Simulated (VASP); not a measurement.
# SbMo (P2_13) in VASP: single point with PBE

Aim: the single point of SbMo with PBE.

Program: VASP 6.6.1. These are calculated values, not measurements. Logs are shortened: lines on timing, memory, paths and dates and some standing lists are left out, and cuts for length are marked.

**1. The cell of the first run**

Symmetry: P2_13, No. 198, cubic system. Conventional cell: a = 5.324 Å, b = 5.324 Å, c = 5.324 Å, α = 90.00°, β = 90.00°, γ = 90.00°. Sb (site symmetry 3) has 7 Mo at 2.71 to 3.00 Å and 6 Sb at 3.30 Å within 3.6 Å. Mo (site symmetry 3) has 7 Sb at 2.71 to 3.00 Å and 6 Mo at 3.26 Å within 3.6 Å.

**2. Single point, PBE**

The input, INCAR:

```
SYSTEM = SbMo
PREC = Accurate
ENCUT = 520
EDIFF = 1E-7
ISMEAR = 0
SIGMA = 0.1
LREAL = .False.
LASPH = .True.
NELM = 100
ALGO = Normal
ISIF = 2
LWAVE = .False.
LCHARG = .False.
GGA = PE
NBANDS = 48
```

The input, KPOINTS:

```
regular mesh
0
Gamma
  4 4 4
  0 0 0
```

The input, POSCAR:

```
SbMo
1.0
    5.3237656335      0.0000000000      0.0000000000
    0.0000000000      5.3237656335      0.0000000000
    0.0000000000      0.0000000000      5.3237656335
Sb Mo
4 4
Direct
    0.1588645121      0.1588645121      0.1588645121
    0.3411354879      0.8411354879      0.6588645121
    0.6588645121      0.3411354879      0.8411354879
    0.8411354879      0.6588645121      0.3411354879
    0.8651177546      0.8651177546      0.8651177546
    0.6348822454      0.1348822454      0.3651177546
    0.3651177546      0.6348822454      0.1348822454
    0.1348822454      0.3651177546      0.6348822454
```

Potentials or basis: VASP PAW PBE potentials, release 64 (Sb, Mo_sv).

Started as:

```bash
> cat potpaw_PBE.64/Sb/POTCAR potpaw_PBE.64/Mo_sv/POTCAR > POTCAR
> mpirun -np 1 vasp_std > vasp.out
```

OUTCAR:

```text
SYSTEM = SbMo
   PREC = Accurate
   ENCUT = 520
   EDIFF = 1E-7
   ISMEAR = 0
   LREAL = .False.
   LASPH = .True.
   NELM = 100
   ISIF = 2
   GGA = PE

 ion  position               nearest neighbor table
   1  0.159  0.159  0.159-   5 2.71   6 2.76   7 2.76   8 2.76   8 3.00   7 3.00   6 3.00   4 3.30
                             4 3.30   2 3.30   2 3.30   3 3.30   3 3.30
   2  0.341  0.841  0.659-   6 2.71   5 2.76   7 2.76   8 2.76   5 3.00   8 3.00   7 3.00   3 3.30
                             3 3.30   1 3.30   1 3.30   4 3.30   4 3.30
   3  0.659  0.341  0.841-   7 2.71   6 2.76   5 2.76   8 2.76   5 3.00   6 3.00   8 3.00   2 3.30
                             2 3.30   4 3.30   1 3.30   1 3.30   4 3.30
   4  0.841  0.659  0.341-   8 2.71   6 2.76   7 2.76   5 2.76   7 3.00   5 3.00   6 3.00   1 3.30
                             1 3.30   3 3.30   2 3.30   3 3.30   2 3.30
   5  0.865  0.865  0.865-   1 2.71   2 2.76   3 2.76   4 2.76   4 3.00   3 3.00   2 3.00   6 3.26
                             8 3.26   8 3.26   6 3.26   7 3.26   7 3.26
   6  0.635  0.135  0.365-   2 2.71   1 2.76   3 2.76   4 2.76   1 3.00   4 3.00   3 3.00   7 3.26
                             5 3.26   5 3.26   7 3.26   8 3.26   8 3.26
   7  0.365  0.635  0.135-   3 2.71   2 2.76   1 2.76   4 2.76   1 3.00   2 3.00   4 3.00   8 3.26
                             8 3.26   6 3.26   6 3.26   5 3.26   5 3.26
   8  0.135  0.365  0.635-   4 2.71   2 2.76   3 2.76   1 2.76   3 3.00   1 3.00   2 3.00   7 3.26
                             7 3.26   5 3.26   5 3.26   6 3.26   6 3.26

  LATTYP: Found a simple cubic cell.
 ALAT       =     5.3237656335

  Lattice vectors:

 A1 = (   5.3237656335,   0.0000000000,   0.0000000000)
 A2 = (   0.0000000000,   5.3237656335,   0.0000000000)
 A3 = (   0.0000000000,   0.0000000000,   5.3237656335)

Analysis of symmetry for initial positions (statically):
=====================================================================
 Subroutine PRICEL returns:
 Original cell was already a primitive cell.

 Routine SETGRP: Setting up the symmetry group for a
 simple cubic supercell.

 Subroutine GETGRP returns: Found 12 space group operations
 (whereof  3 operations were pure point group operations)
 out of a pool of 48 trial point group operations.

The static configuration has the point symmetry C_3 .
 The point group associated with its full space group is T   .

Analysis of symmetry for dynamics (positions and initial velocities):
=====================================================================
 Subroutine PRICEL returns:
 Original cell was already a primitive cell.

 Routine SETGRP: Setting up the symmetry group for a
 simple cubic supercell.

 Subroutine GETGRP returns: Found 12 space group operations
 (whereof  3 operations were pure point group operations)
 out of a pool of 48 trial point group operations.
[... 111 lines left out ...]
   NELECT =      76.0000    total number of electrons
   NUPDOWN=      -1.0000    fix difference up-down
   EMIN   =  10.00;   EMAX   =-10.00  energy-range for DOS
   EFERMI =   0.00;   METHOD = LEGACY
   ISMEAR =     0;   SIGMA  =   0.10  broadening in eV -4-tet -1-fermi 0-gaus
   EFERMI_NEDOS =   21; number of points for ismear=-14 and -15
   IALGO  =     38    algorithm
   IMIX   =      4    mixing-type and parameters
     AMIX     =   0.40;   BMIX     =  1.00
     AMIX_MAG =   1.60;   BMIX_MAG =  1.00
  volume/ion in A,a.u.               =      18.86       127.28
  Fermi-wavevector in a.u.,A,eV,Ry     =   1.302548  2.461459 23.084073  1.696632
  Thomas-Fermi vector in A             =   2.433609
   LORBIT       =      0    0 simple, 1 ext, 2 COOP (PROOUT), +10 PAW based schemes
   GGA     = PE    functional components
   LHFCALC =     F    Hartree Fock is set to
   AEXX    =    0.0000 exact exchange contribution
   IVDW    =     0    specifies the selected vdW correction
   LEPSILON=     F    determine dielectric tensor
   LRPA    =     F    only Hartree local field effects (RPA)
 non-spin polarized calculation
 Gauss-broadening in eV      SIGMA  =   0.10
  energy-cutoff  :      520.00
  volume of cell :      150.89
 maximum number of plane-waves:      4076
   NGX = 19   NGY = 19   NGZ = 19

 number of electron      76.0000005 magnetization

 Free energy of the ion-electron system (eV)
  ---------------------------------------------------
  ext. energy  EPLUGINS =         0.00000000
  ---------------------------------------------------
  free energy    TOTEN  =       -58.69147860 eV

  energy without entropy =      -58.64550096  energy(sigma->0) =      -58.66848978

 E-fermi :  11.7524     XC(G=0): -12.0565

 val. band max:       11.7478772299   @ k =   0.2500   0.0000   0.0000
 cond. band min:      11.8217400778   @ k =   0.5000   0.5000   0.0000
 fundamental gap:      0.0738628479
 Fermi energy:        11.7523990121

 k-point     1 :       0.0000    0.0000    0.0000
  band No.  band energies     occupation
      1     -49.1626      2.00000
      2     -49.1364      2.00000
      3     -49.1364      2.00000
      4     -49.1364      2.00000
      5     -23.3653      2.00000
      6     -23.3653      2.00000
[... 550 lines left out ...]
     47      13.9795      0.00000
     48      13.9795      0.00000

------------------------ aborting loop because EDIFF is reached ----------------------------------------

  FORCE on cell =-STRESS in cart. coord.  units (eV):
  Direction    XX          YY          ZZ          XY          YZ          ZX
  --------------------------------------------------------------------------------------
  -------------------------------------------------------------------------------------
  Total       -0.1010763     -0.1010763     -0.1010763      0.0000000      0.0000000      0.0000000
  in kB       -1.0732554     -1.0732554     -1.0732554      0.0000000      0.0000000      0.0000000
  external PRESSURE =      -1.0732554 kB  Pullay stress =       0.0000000 kB

 VOLUME and BASIS-vectors are now :
 -----------------------------------------------------------------------------
  energy-cutoff  :      520.00
  volume of cell :      150.89
      direct lattice vectors                 reciprocal lattice vectors
     5.323765633  0.000000000  0.000000000     0.187836969  0.000000000  0.000000000
     0.000000000  5.323765633  0.000000000     0.000000000  0.187836969  0.000000000
     0.000000000  0.000000000  5.323765633     0.000000000  0.000000000  0.187836969

 POSITION                                       TOTAL-FORCE (eV/Angst)
 -----------------------------------------------------------------------------------
      0.84576      0.84576      0.84576        -0.001997     -0.001997     -0.001997
      1.81613      4.47801      3.50764         0.001997      0.001997     -0.001997
      3.50764      1.81613      4.47801        -0.001997      0.001997      0.001997
      4.47801      3.50764      1.81613         0.001997     -0.001997      0.001997
      4.60568      4.60568      4.60568         0.008280      0.008280      0.008280
      3.37996      0.71808      1.94380        -0.008280     -0.008280      0.008280
      1.94380      3.37996      0.71808         0.008280     -0.008280     -0.008280
      0.71808      1.94380      3.37996        -0.008280      0.008280     -0.008280
 -----------------------------------------------------------------------------------
    total drift:                                0.000000      0.000000      0.000000

  FREE ENERGIE OF THE ION-ELECTRON SYSTEM (eV)
  ---------------------------------------------------
  free  energy   TOTEN  =       -58.6914785979 eV

  energy  without entropy=      -58.6455009569  energy(sigma->0) =      -58.66848978
```

OSZICAR:

```text
N       E                     dE             d eps       ncg     rms          rms(c)
DAV:   1     0.824301634480E+03    0.82430E+03   -0.40441E+04  1144   0.149E+03
DAV:   2    -0.177969466713E+02   -0.84210E+03   -0.82034E+03  1192   0.428E+02
DAV:   3    -0.594610131220E+02   -0.41664E+02   -0.39990E+02  1336   0.885E+01
DAV:   4    -0.606941960549E+02   -0.12332E+01   -0.12148E+01  1336   0.148E+01
DAV:   5    -0.607201649773E+02   -0.25969E-01   -0.25932E-01  1296   0.216E+00    0.238E+01
DAV:   6    -0.589997795847E+02    0.17204E+01   -0.98664E+00  1240   0.139E+01    0.632E+00
DAV:   7    -0.587595405604E+02    0.24024E+00   -0.80321E-01  1232   0.351E+00    0.479E+00
DAV:   8    -0.586929466017E+02    0.66594E-01   -0.24338E-01  1208   0.211E+00    0.338E-01
DAV:   9    -0.586916907862E+02    0.12558E-02   -0.14691E-02  1352   0.435E-01    0.211E-01
DAV:  10    -0.586914925432E+02    0.19824E-03   -0.12047E-03  1224   0.217E-01    0.105E-01
DAV:  11    -0.586914786370E+02    0.13906E-04   -0.13914E-04  1336   0.534E-02    0.171E-02
DAV:  12    -0.586914808322E+02   -0.21952E-05   -0.21339E-05  1224   0.247E-02    0.109E-02
DAV:  13    -0.586914789973E+02    0.18349E-05   -0.26882E-06  1216   0.780E-03    0.200E-03
DAV:  14    -0.586914786069E+02    0.39040E-06   -0.17047E-07   856   0.221E-03    0.462E-04
DAV:  15    -0.586914785979E+02    0.90586E-08   -0.19375E-08   752   0.730E-04
   1 F= -.58691479E+02 E0= -.58668490E+02  d E =-.459776E-01
```

Wall time 68 s (1 thread of Intel Xeon Platinum 8488C (Sapphire Rapids), shared host); peak memory 0.26 GiB.

What came out:

```
Free energy            : -58.6915 eV
Pressure               : -0.1 GPa
Largest force          : 0.014 eV/Å
Band gap on the k mesh : zero (band 38 reaches 12.05 eV, above the bottom of band 39 at 11.69 eV)
```

Forces on the atoms (eV/Å):
```
Sb  -0.002 -0.002 -0.002
Sb   0.002  0.002 -0.002
Sb  -0.002  0.002  0.002
Sb   0.002 -0.002  0.002
Mo   0.008  0.008  0.008
Mo  -0.008 -0.008  0.008
Mo   0.008 -0.008 -0.008
Mo  -0.008  0.008 -0.008
```

Levels at points of the mesh, in eV from the Fermi level:
```
           k point  band 35  band 36  band 37  band 38  band 39  band 40  band 41  band 42
(0.00, 0.00, 0.00)    -1.76     0.12     0.12     0.12     0.61     0.61     1.36     1.36
(0.50, 0.00, 0.00)    -0.97    -0.97     0.13     0.13     0.47     0.47     0.93     0.93
(0.50, 0.50, 0.00)    -0.89    -0.89    -0.84    -0.84     0.07     0.07     1.11     1.11
(0.50, 0.50, 0.50)    -0.53    -0.53    -0.05    -0.05    -0.05    -0.05     0.97     0.97
```

Caveat: spin-orbit coupling is left out, which moves the levels of the heavy elements.
